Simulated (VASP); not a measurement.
A run of VASP 6.6.1 is set up as follows.

INCAR

```
SYSTEM = AlP
ALGO = Normal
EDIFF = 1E-6
ENCUT = 500
GGA = PE
GGA_COMPAT = .FALSE.
ISIF = 2
ISMEAR = -1
LASPH = .TRUE.
LCHARG = .TRUE.
LELF = .TRUE.
LREAL = .FALSE.
LVHAR = .TRUE.
LWAVE = .FALSE.
NBANDS = 11
NELM = 120
PREC = Accurate
SIGMA = 0.02
```

Contents of KPOINTS:

```
k-points
0
G
  12 12 12
  0 0 0
```

File POSCAR:

```
AlP
1.0
    0.0000000000      2.6698619393      2.6698619393
    2.6698619393      0.0000000000      2.6698619393
    2.6698619393      2.6698619393      0.0000000000
P Al
1 1
Direct
    0.7500000000      0.7500000000      0.7500000000
    0.0000000000      0.0000000000      0.0000000000
```

Potentials or basis: VASP PAW PBE potentials, release 64 (P, Al).

Command:

```sh
$ cat potpaw_PBE.64/P/POTCAR potpaw_PBE.64/Al/POTCAR > POTCAR
$ mpirun -np 1 vasp_std > vasp.out
```

(1) Predict the pressure.

(2) Predict the band gap on the k mesh.

## Answers

(1) 9.2 GPa.

(2) 1.44 eV (least direct gap 3.68 eV).

Caveat: the cell stands under pressure.
